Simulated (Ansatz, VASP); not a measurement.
# Two plane-wave programs on TiCo

```
Ti Co
1.0
     2.83631    0.00000    0.00000
     0.00000    2.83631    0.00000
     0.00000    0.00000    2.83631
Ti Co
1 1
Direct
  0.00000 0.00000 0.00000
  0.50000 0.50000 0.50000
```

Change from the starting cell: strain -0.050 along x and y, -0.050 along z, atoms carried along.

Alike in both runs: task single point; functional PBE; k mesh 20 × 20 × 20; occupations gaussian, width 0.15 eV; collinear spin.

|  | VASP | Ansatz |
| --- | --- | --- |
| version | VASP 6.6.1 | Ansatz 0.2.0 |
| potentials or method | VASP PAW PBE potentials, release 64 (Ti_sv, Co), cutoff 520 eV | scalar-relativistic, plane waves, PAW |
| valence electrons in the cell | 21 | 29 |

Ansatz gave:

* gap on the k mesh at the Fermi level (eV): none
* pressure (GPa): 34.1
* net moment per atom (μB): 0.23
* size of the moment on the site where the two differ most (μB): 0.45

**Question.** Which values does VASP return?

**Answer.** gap on the k mesh at the Fermi level (eV): none; pressure (GPa): 32.6; net moment per atom (μB): 0.14; size of the moment on the site where the two differ most (μB): 0.28.

Site moments also hang on the region over which each program counts them. A gap of «none» marks a metal or a gap that the smearing closes. Both programs put the cell under a high pressure, so it lies far from rest at this level. With one functional, cell and mesh, what is left measures potentials, basis and numerics. VASP's potentials hold 21 valence electrons a cell and Ansatz's 29, so a difference there can come from the potentials and not from the codes.
